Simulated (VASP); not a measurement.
Set up this calculation in VASP 6.6.1, as the native input.

| Item | Value |
| --- | --- |
| Task | single point |
| Functional | PBE |
| Potentials or basis | VASP PAW PBE potentials, release 64 (K_sv, Ta_pv, O) |
| Cutoff | 520 eV |
| k mesh | 8 × 8 × 8 |
| Occupations | gaussian, width 0.05 eV |
| Spin | no spin polarisation |
| Dipole correction | no |
| Further INCAR settings | ALGO = Normal; EDIFF = 1e-07; NBANDS = 27 |

The structure of KTaO3 lies in POSCAR:

```
KTaO3
1.0
    3.9666726590      0.0000000000      0.0000000000
    0.0000000000      3.9666726590      0.0000000000
    0.0000000000      0.0000000000      4.4752000938
K Ta O
1 1 3
Direct
    0.5000000000      0.5000000000      0.5000000000
    0.0000000000      0.0000000000      0.0000000000
    0.5000000000      0.0000000000      0.0000000000
    0.0000000000      0.5000000000      0.0000000000
    0.0000000000      0.0000000000      0.5000000000
```

This cell differs from its parent crystal: volume 14.083 Å^3 an atom, c/a of the conventional cell 1.1282.

The input as run:

INCAR

```
SYSTEM = KTaO3
  ALGO = Normal
  EDIFF = 1E-7
  ENCUT = 520
  GGA = PE
  ISIF = 2
  ISMEAR = 0
  LASPH = .True.
  LCHARG = .False.
  LREAL = .False.
  LWAVE = .False.
  NBANDS = 27
  NELM = 100
  PREC = Accurate
  SIGMA = 0.05
```

KPOINTS

```
k-points
0
Gamma
  8 8 8
  0 0 0
```

Potentials or basis: VASP PAW PBE potentials, release 64 (K_sv, Ta_pv, O).

Launch:

```bash
$ cat potpaw_PBE.64/K_sv/POTCAR potpaw_PBE.64/Ta_pv/POTCAR potpaw_PBE.64/O/POTCAR > POTCAR
$ mpirun -np 1 vasp_std > vasp.out
```

It gave:

The pressure is -7.7 GPa. The band gap on the k mesh is 1.75 eV, indirect (least direct gap 2.09 eV).

Caveat: spin-orbit coupling is left out, which moves the levels of the heavy elements.

It took 63 s on 1 thread of Intel(R) Xeon(R) 6975P-C (Granite Rapids), on a shared host, peak memory 0.27 GiB.
